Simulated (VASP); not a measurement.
# Te (R-3m) in VASP: notebook

Te is run at these levels: PBE; tasks: single point.

Everything below comes from runs of VASP 6.6.1. Logs are shortened: lines on timing, memory, paths and dates and some standing lists are left out, and cuts for length are marked.

### 1 The cell of the first run

The structure is trigonal, space group R-3m (No. 166). The conventional cell has a = 4.545 Å, b = 4.545 Å, c = 5.046 Å, α = 90.00°, β = 90.00°, γ = 120.00°. Te (site symmetry -3m) has 6 Te at 3.12 Å within 4.1 Å.

### 2 Single point, PBE (volume 30.090 Å^3 an atom, c/a of the conventional cell 1.1103)

The input, INCAR:

```
  PREC = Accurate
  ENCUT = 520
  EDIFF = 1E-6
  ISMEAR = 0
  SIGMA = 0.15
  LREAL = False
  LASPH = True
  NELM = 100
  ALGO = Normal
  ISIF = 2
  LWAVE = False
  LCHARG = False
  GGA = PE
  NBANDS = 9
```

The input, KPOINTS:

```
Automatic mesh
0
Gamma
  15 15 15
```

The input, POSCAR:

```
Te
1.0
    2.2724490841      1.3119990905      1.6820668121
   -2.2724490841      1.3119990905      1.6820668121
    0.0000000000     -2.6239981809      1.6820668121
Te
1
Direct
    0.5000000000      0.5000000000      0.5000000000
```

Potentials or basis: VASP PAW PBE potentials, release 64 (Te).

Started as:

```bash
$ cat potpaw_PBE.64/Te/POTCAR > POTCAR
$ mpirun -np 1 vasp_std > vasp.out
```

OUTCAR:

```text
PREC = Accurate
   ENCUT = 520
   EDIFF = 1E-6
   ISMEAR = 0
   LREAL = False
   LASPH = True
   NELM = 100
   ISIF = 2
   GGA = PE

 ion  position               nearest neighbor table
   1  0.500  0.500  0.500-

  LATTYP: Found a trigonal (rhomboedric) cell.
 ALAT       =     3.1168437904
 COS(alpha) =    -0.0631345801

  Lattice vectors:

 A1 = (   2.2724490841,   1.3119990905,   1.6820668121)
 A2 = (  -2.2724490841,   1.3119990905,   1.6820668121)
 A3 = (   0.0000000000,  -2.6239981809,   1.6820668121)

Analysis of symmetry for initial positions (statically):
=====================================================================
 Subroutine PRICEL returns:
 Original cell was already a primitive cell.

 Routine SETGRP: Setting up the symmetry group for a
 trigonal (rhombohedral) supercell.

 Subroutine GETGRP returns: Found 12 space group operations
 (whereof 12 operations were pure point group operations)
 out of a pool of 12 trial point group operations.

The static configuration has the point symmetry D_3d.

Analysis of symmetry for dynamics (positions and initial velocities):
=====================================================================
 Subroutine PRICEL returns:
 Original cell was already a primitive cell.

 Routine SETGRP: Setting up the symmetry group for a
 trigonal (rhombohedral) supercell.

 Subroutine GETGRP returns: Found 12 space group operations
 (whereof 12 operations were pure point group operations)
 out of a pool of 12 trial point group operations.

The dynamic configuration has the point symmetry D_3d.

 Subroutine INISYM returns: Found 12 space group operations
 (whereof 12 operations are pure point group operations),
 and found     1 'primitive' translations

----------------------------------------------------------------------------------------

                                     Primitive cell

  volume of cell :      30.0900

  direct lattice vectors                    reciprocal lattice vectors
     2.272449084  1.311999091  1.682066812     0.220026932  0.127032608  0.198168902
    -2.272449084  1.311999091  1.682066812    -0.220026932  0.127032608  0.198168902
     0.000000000 -2.623998181  1.682066812     0.000000000 -0.254065217  0.198168902

  length of vectors
     3.116843790  3.116843790  3.116843790     0.322211186  0.322211186  0.322211186

  position of ions in fractional coordinates (direct lattice)
     0.500000000  0.500000000  0.500000000

  ion indices of the primitive-cell ions
   primitive index   ion index
                 1           1

----------------------------------------------------------------------------------------

 KPOINTS: Automatic mesh

Automatic generation of k-mesh.
 Grid dimensions read from file:
 generate k-points for:   15   15   15

 Generating k-lattice:

  Cartesian coordinates                     Fractional coordinates (reciprocal lattice)
     0.014668462  0.008468841  0.013211260     0.066666667  0.000000000  0.000000000
    -0.014668462  0.008468841  0.013211260     0.000000000  0.066666667  0.000000000
     0.000000000 -0.016937681  0.013211260     0.000000000  0.000000000  0.066666667

  Length of vectors
     0.021480746  0.021480746  0.021480746

  Shift w.r.t. Gamma in fractional coordinates (k-lattice)
     0.000000000  0.000000000  0.000000000

 Subroutine IBZKPT returns following result:
 ===========================================

 Found    344 irreducible k-points:

 Following reciprocal coordinates:
            Coordinates               Weight
  0.000000  0.000000  0.000000      1.000000
  0.066667  0.000000 -0.000000      6.000000
  0.133333  0.000000 -0.000000      6.000000
  0.200000  0.000000  0.000000      6.000000
  0.266667  0.000000 -0.000000      6.000000
  0.333333  0.000000  0.000000      6.000000
[... 16 lines left out ...]
  0.133333  0.133333 -0.000000      6.000000
  0.200000  0.133333 -0.000000     12.000000
 [... further k-points ...]
   k-points           NKPTS =    344   k-points in BZ     NKDIM =    344   number of bands    NBANDS=      9
   number of dos      NEDOS =    301   number of ions     NIONS =      1
   total plane-waves  NPLWV =  13824
   dimension x,y,z NGX =    24 NGY =   24 NGZ =   24
   dimension x,y,z NGXF=    48 NGYF=   48 NGZF=   48
   ions per type =               1
   NGX,Y,Z   is equivalent  to a cutoff of  12.80, 12.80, 12.80 a.u.
   NGXF,Y,Z  is equivalent  to a cutoff of  25.60, 25.60, 25.60 a.u.
 SYSTEM =  unknown system
   PREC   = accura    normal or accurate (medium, high low for compatibility)
   ISTART =      0    job   : 0-new  1-cont  2-samecut
   ICHARG =      2    charge: 1-file 2-atom 10-const
   ISPIN  =      1    spin polarized calculation?
   LNONCOLLINEAR =      F non collinear calculations
   LSORBIT =      F    spin-orbit coupling
   LASPH  =      T    aspherical Exc in radial PAW
   ENCUT  =  520.0 eV  38.22 Ry    6.18 a.u.   5.80  5.80  5.80*2*pi/ulx,y,z
   NELM   =    100;   NELMIN=  2; NELMDL= -5     # of ELM steps
   EDIFF  = 0.1E-05   stopping-criterion for ELM
   LREAL  =      F    real-space projection
   EDIFFG = 0.1E-04   stopping-criterion for IOM
   NSW    =      0    number of steps for IOM
   IBRION =     -1    ionic relax: 0-MD 1-quasi-New 2-CG
   NFREE  =      0    steps in history (QN), initial steepest desc. (CG)
   ISIF   =      2    stress and relaxation
   ISYM   =      2    0-nonsym 1-usesym 2-fastsym
   POTIM  = 0.5000    time-step for ionic-motion
   TEBEG  =    0.0;   TEEND  =   0.0 temperature during run
   PSTRESS=    0.0 pullay stress
   NELECT =       6.0000    total number of electrons
   NUPDOWN=      -1.0000    fix difference up-down
   EMIN   =  10.00;   EMAX   =-10.00  energy-range for DOS
   EFERMI =   0.00;   METHOD = LEGACY
   ISMEAR =     0;   SIGMA  =   0.15  broadening in eV -4-tet -1-fermi 0-gaus
   EFERMI_NEDOS =   21; number of points for ismear=-14 and -15
   IALGO  =     38    algorithm
   IMIX   =      4    mixing-type and parameters
     AMIX     =   0.40;   BMIX     =  1.00
     AMIX_MAG =   1.60;   BMIX_MAG =  1.00
  volume/ion in A,a.u.               =      30.09       203.06
  Fermi-wavevector in a.u.,A,eV,Ry     =   0.956426  1.807382 12.445928  0.914750
  Thomas-Fermi vector in A             =   2.085353
   LORBIT       =      0    0 simple, 1 ext, 2 COOP (PROOUT), +10 PAW based schemes
   GGA     = PE    functional components
   LHFCALC =     F    Hartree Fock is set to
   AEXX    =    0.0000 exact exchange contribution
   IVDW    =     0    specifies the selected vdW correction
   LEPSILON=     F    determine dielectric tensor
   LRPA    =     F    only Hartree local field effects (RPA)
 non-spin polarized calculation
 Gauss-broadening in eV      SIGMA  =   0.15
  energy-cutoff  :      520.00
  volume of cell :       30.09
 maximum number of plane-waves:       829
   NGX = 11   NGY = 11   NGZ = 11

 number of electron       5.9999999 magnetization

 Free energy of the ion-electron system (eV)
  ---------------------------------------------------
  ext. energy  EPLUGINS =         0.00000000
  ---------------------------------------------------
  free energy    TOTEN  =        -3.07233564 eV

  energy without entropy =       -3.06732888  energy(sigma->0) =       -3.06983226

 E-fermi :   7.5248     XC(G=0):  -9.6545

 val. band max:        7.5204765813   @ k =  -0.2000   0.1333   0.1333
 cond. band min:       7.5376654432   @ k =  -0.2667   0.4000   0.2000
 fundamental gap:      0.0171888619
 Fermi energy:         7.5248047010

 k-point     1 :       0.0000    0.0000    0.0000
  band No.  band energies     occupation
      1      -6.6940      2.00000
      2       8.5822      0.00000
      3       9.0351      0.00000
      4       9.0351      0.00000
      5      13.5710      0.00000
      6      13.5710      0.00000
      7      14.4280      0.00000
      8      24.7636      0.00000
      9      24.7747      0.00000

 k-point     2 :       0.0667    0.0000   -0.0000
  band No.  band energies     occupation
      1      -6.6357      2.00000
      2       8.1239      0.00000
      3       8.8411      0.00000
      4       9.0849      0.00000
      5      13.6244      0.00000
      6      13.9882      0.00000
      7      14.8799      0.00000
      8      23.4992      0.00000
      9      23.5299      0.00000

 k-point     3 :       0.1333    0.0000   -0.0000
  band No.  band energies     occupation
      1      -6.4632      2.00000
      2       6.7498      2.00000
      3       8.9400      0.00000
      4       9.2301      0.00000
      5      13.7823      0.00000
      6      14.3292      0.00000
      7      16.4485      0.00000
      8      22.1407      0.00000
      9      22.1831      0.00000

 k-point     4 :       0.2000    0.0000    0.0000
  band No.  band energies     occupation
      1      -6.1847      2.00000
      2       5.2296      2.00000
      3       9.1586      0.00000
      4       9.4580      0.00000
      5      14.0367      0.00000
      6      14.6673      0.00000
      7      18.3657      0.00000
      8      20.9567      0.00000
      9      20.9604      0.00000
[... 205 lines left out ...]
 k-point    22 :      -0.0667    0.0667    0.0000
  band No.  band energies     occupation
      1      -6.5834      2.00000
      2       8.0967      0.00000
      3       8.4624      0.00000
      4       9.0267      0.00000
      5      13.8236      0.00000
      6      14.3644      0.00000
      7      15.0301      0.00000
      8      22.0643      0.00000
      9      23.5399      0.00000

 k-point    23 :       0.1333    0.1333   -0.0000
  band No.  band energies     occupation
      1      -6.2095      2.00000
      2       6.7778      2.00000
      3       6.8511      2.00000
      4       9.2842      0.00000
      5      14.3087      0.00000
      6      16.6154      0.00000
      7      17.0099      0.00000
      8      21.6675      0.00000
      9      22.3612      0.00000

 k-point    24 :       0.2000    0.1333   -0.0000
  band No.  band energies     occupation
      1      -5.9210      2.00000
      2       5.2980      2.00000
      3       7.0025      2.00000
      4       9.5080      0.00000
      5      14.6136      0.00000
      6      17.0576      0.00000
      7      18.6166      0.00000
      8      20.4609      0.00000
      9      21.3042      0.00000

 [... further k-points ...]
[... 5 lines left out ...]
  --------------------------------------------------------------------------------------
  -------------------------------------------------------------------------------------
  Total        0.9003980      0.9003980      0.8528178      0.0000000      0.0000000      0.0000000
  in kB       47.9427487     47.9427487     45.4092854      0.0000000      0.0000000      0.0000000
  external PRESSURE =      47.0982610 kB  Pullay stress =       0.0000000 kB

 VOLUME and BASIS-vectors are now :
 -----------------------------------------------------------------------------
  energy-cutoff  :      520.00
  volume of cell :       30.09
      direct lattice vectors                 reciprocal lattice vectors
     2.272449084  1.311999091  1.682066812     0.220026932  0.127032608  0.198168902
    -2.272449084  1.311999091  1.682066812    -0.220026932  0.127032608  0.198168902
     0.000000000 -2.623998181  1.682066812     0.000000000 -0.254065217  0.198168902

 POSITION                                       TOTAL-FORCE (eV/Angst)
 -----------------------------------------------------------------------------------
      0.00000      0.00000      2.52310         0.000000      0.000000      0.000000
 -----------------------------------------------------------------------------------
    total drift:                                0.000000      0.000000     -0.000000

  FREE ENERGIE OF THE ION-ELECTRON SYSTEM (eV)
  ---------------------------------------------------
  free  energy   TOTEN  =        -3.0723356397 eV

  energy  without entropy=       -3.0673288754  energy(sigma->0) =       -3.06983226
```

Run time: 58 s. Hardware: 1 thread of Intel Xeon 8259CL, shared host; peak memory 0.21 GiB.

What came out:

* Free energy: -3.0723 eV
* Pressure: 4.7 GPa
* Band gap on the k mesh: zero (band 3 reaches 10.16 eV, above the bottom of band 4 at 4.92 eV)

Levels at points of the mesh, in eV from the Fermi level:
```csv
k point,band 1,band 2,band 3,band 4,band 5,band 6,band 7,band 8
"(0.00, 0.00, 0.00)",-14.22,1.06,1.51,1.51,6.05,6.05,6.90,17.24
```

Caveat: spin-orbit coupling is left out, which moves the levels of the heavy elements.

### 3 Single point, PBE (volume 30.090 Å^3 an atom, c/a of the conventional cell 1.3034)

The input, INCAR:

```
PREC = Accurate ; ENCUT = 520
EDIFF = 1E-6 ; ISMEAR = 0
SIGMA = 0.15 ; LREAL = F
LASPH = T ; NELM = 60
ALGO = Normal ; ISIF = 2
LWAVE = F ; LCHARG = F
GGA = PE ; NBANDS = 9
```

The input, KPOINTS:

```
regular mesh
0
Gamma
  15 15 15
```

The input, POSCAR:

```
Te
1.0
    2.1541785760      1.2437155807      1.8718375706
   -2.1541785760      1.2437155807      1.8718375706
    0.0000000000     -2.4874311614      1.8718375706
Te
1
Direct
    0.5000000000      0.5000000000      0.5000000000
```

Potentials or basis: VASP PAW PBE potentials, release 64 (Te).

Started as:

```bash
$ cat potpaw_PBE.64/Te/POTCAR > POTCAR
$ mpirun -np 1 vasp_std > vasp.out
```

Wall time 53 s (1 thread of Intel Xeon 8259CL, shared host); peak memory 0.21 GiB.

The run converged. Its results:

```
Free energy            : -3.0711 eV
Pressure               : 5.0 GPa
Band gap on the k mesh : zero (band 3 reaches 10.28 eV, above the bottom of band 4 at 4.54 eV)
```

Stress tensor (GPa, compression positive):
```
4.92 0.00 0.00
0.00 4.92 0.00
0.00 0.00 5.03
```

Levels at points of the mesh, in eV from the Fermi level:
```csv
k point,band 1,band 2,band 3,band 4,band 5,band 6
"(0.00, 0.00, 0.00)",-14.25,1.22,1.22,1.51,5.98,5.98
```

Caveat: spin-orbit coupling is left out, which moves the levels of the heavy elements.

### 4 Single point, PBE (volume 30.090 Å^3 an atom, c/a of the conventional cell 1.1404)

The input, INCAR:

```
SYSTEM = Te
ALGO     = Normal         ! electronic algorithm
EDIFF    = 1E-6           ! SCF threshold, eV
ENCUT    = 520            ! plane-wave cutoff, eV
GGA      = PE             ! functional
ISIF     = 2              ! what is computed and relaxed
ISMEAR   = 0              ! smearing method
LASPH    = .True.         ! aspherical terms in the spheres
LCHARG   = .False.        ! write CHGCAR
LREAL    = .False.        ! projectors in reciprocal space
LWAVE    = .False.        ! write WAVECAR
NBANDS   = 9              ! bands
NELM     = 60             ! most SCF steps
PREC     = Accurate       ! precision mode
SIGMA    = 0.15           ! smearing width, eV
```

The input, KPOINTS:

```
k-points
0
Gamma
  15 15 15
  0 0 0
```

The input, POSCAR:

```
Te
1.0
    2.2522773621      1.3003529413      1.7123314025
   -2.2522773621      1.3003529413      1.7123314025
    0.0000000000     -2.6007058826      1.7123314025
Te
1
Direct
    0.5000000000      0.5000000000      0.5000000000
```

Started as:

```bash
$ cat potpaw_PBE.64/Te/POTCAR > POTCAR
$ mpirun -np 1 vasp_std > vasp.out
```

Run time: 54 s. Hardware: 1 thread of Intel Xeon 8259CL, shared host; peak memory 0.21 GiB.

The run converged. Its results:

```yaml
Free_energy: -3.0715 eV
Pressure: 4.9 GPa
Band_gap_on_the_k_mesh: zero (band 3 reaches 10.25 eV, above the bottom of band 4 at 4.77 eV)
```

Stress tensor (GPa, compression positive):
```
4.98 0.00 0.00
0.00 4.98 0.00
0.00 0.00 4.74
```

Levels at points of the mesh, in eV from the Fermi level:
| k point | band 1 | band 2 | band 3 | band 4 | band 5 | band 6 | band 7 |
| --- | --- | --- | --- | --- | --- | --- | --- |
| (0.00, 0.00, 0.00) | -14.25 | 1.10 | 1.43 | 1.43 | 5.99 | 5.99 | 6.87 |

Caveat: spin-orbit coupling is left out, which moves the levels of the heavy elements.

### 5 Single point, PBE (volume 30.962 Å^3 an atom, c/a of the conventional cell 1.3034)

The input, INCAR:

```
ALGO     = Normal         # electronic algorithm
EDIFF    = 1E-6           # SCF threshold, eV
ENCUT    = 520            # plane-wave cutoff, eV
GGA      = PE             # functional
ISIF     = 2              # what is computed and relaxed
ISMEAR   = 0              # smearing method
LASPH    = T              # aspherical terms in the spheres
LCHARG   = F              # write CHGCAR
LREAL    = F              # projectors in reciprocal space
LWAVE    = F              # write WAVECAR
NBANDS   = 9              # bands
NELM     = 80             # most SCF steps
PREC     = Accurate       # precision mode
SIGMA    = 0.15           # smearing width, eV
```

The input, KPOINTS:

```
k-points
0
Gamma
  15 15 15
```

The input, POSCAR:

```
Te
1.0
    2.1747899057      1.2556155375      1.8897474421
   -2.1747899057      1.2556155375      1.8897474421
    0.0000000000     -2.5112310750      1.8897474421
Te
1
Direct
    0.5000000000      0.5000000000      0.5000000000
```

Started as:

```bash
$ cat potpaw_PBE.64/Te/POTCAR > POTCAR
$ mpirun -np 1 vasp_std > vasp.out
```

Run time: 50 s. Hardware: 1 thread of Intel Xeon 8259CL, shared host; peak memory 0.21 GiB.

Results (log left out):

* Free energy: -3.0926 eV
* Pressure: 3.0 GPa
* Band gap on the k mesh: zero (band 3 reaches 9.77 eV, above the bottom of band 4 at 4.24 eV)

Stress tensor (GPa, compression positive):
```
3.02 0.00 0.00
0.00 3.02 0.00
0.00 0.00 2.92
```

Levels at points of the mesh, in eV from the Fermi level:
```csv
k point,band 1,band 2,band 3,band 4,band 5,band 6,band 7
"(0.00, 0.00, 0.00)",-14.01,1.19,1.19,1.48,6.02,6.02,6.75
```

Caveat: spin-orbit coupling is left out, which moves the levels of the heavy elements.

### 6 Single point, PBE (volume 30.962 Å^3 an atom, c/a of the conventional cell 1.1103)

The input, INCAR:

```
SYSTEM = Te
PREC = Accurate
ENCUT = 520
EDIFF = 1E-6
ISMEAR = 0
SIGMA = 0.15
LREAL = .FALSE.
LASPH = .TRUE.
NELM = 100
ALGO = Normal
ISIF = 2
LWAVE = .FALSE.
LCHARG = .FALSE.
GGA = PE
NBANDS = 9
```

The input, KPOINTS:

```
regular mesh
0
G
  15 15 15
  0 0 0
```

The input, POSCAR:

```
Te
1.0
    2.2941920343      1.3245523886      1.6981609438
   -2.2941920343      1.3245523886      1.6981609438
    0.0000000000     -2.6491047771      1.6981609438
Te
1
Direct
    0.5000000000      0.5000000000      0.5000000000
```

Potentials or basis: VASP PAW PBE potentials, release 64 (Te).

Started as:

```bash
$ cat potpaw_PBE.64/Te/POTCAR > POTCAR
$ mpirun -np 1 vasp_std > vasp.out
```

It took 59 s on 1 thread of Intel Xeon 8259CL, shared host; peak memory 0.21 GiB.

It converged, with:

```
Free energy            : -3.0925 eV
Pressure               : 2.8 GPa
Band gap on the k mesh : zero (band 3 reaches 9.66 eV, above the bottom of band 4 at 4.61 eV)
```

Stress tensor (GPa, compression positive):
```
2.73 0.00 0.00
0.00 2.73 0.00
0.00 0.00 2.82
```

Levels at points of the mesh, in eV from the Fermi level:
```
           k point  band 1  band 2  band 3  band 4  band 5  band 6  band 7  band 8
(0.00, 0.00, 0.00)  -13.98    1.03    1.47    1.47    6.08    6.08    6.78   17.07
```

Caveat: spin-orbit coupling is left out, which moves the levels of the heavy elements.

### 7 Summary

```csv
cell,gap on the mesh (eV),pressure (GPa)
"a = 3.117 Å, angles 93.6°, 1 atom",none,4.7
"a = 3.113 Å, angles 87.6°, 1 atom",none,5.0
"a = 3.114 Å, angles 92.7°, 1 atom",none,4.9
"a = 3.143 Å, angles 87.6°, 1 atom",none,3.0
"a = 3.147 Å, angles 93.6°, 1 atom",none,2.8
```

Alike in all rows: task single point; level PBE; potentials or basis VASP PAW PBE potentials, release 64 (Te); no spin polarisation; k mesh 15 × 15 × 15; cutoff (eV) 520; smearing gaussian 0.15 eV.

Caveats: spin-orbit coupling is left out, which moves the levels of the heavy elements.

Total energies depend on the potentials used, so only differences within one code and one set of settings carry meaning.
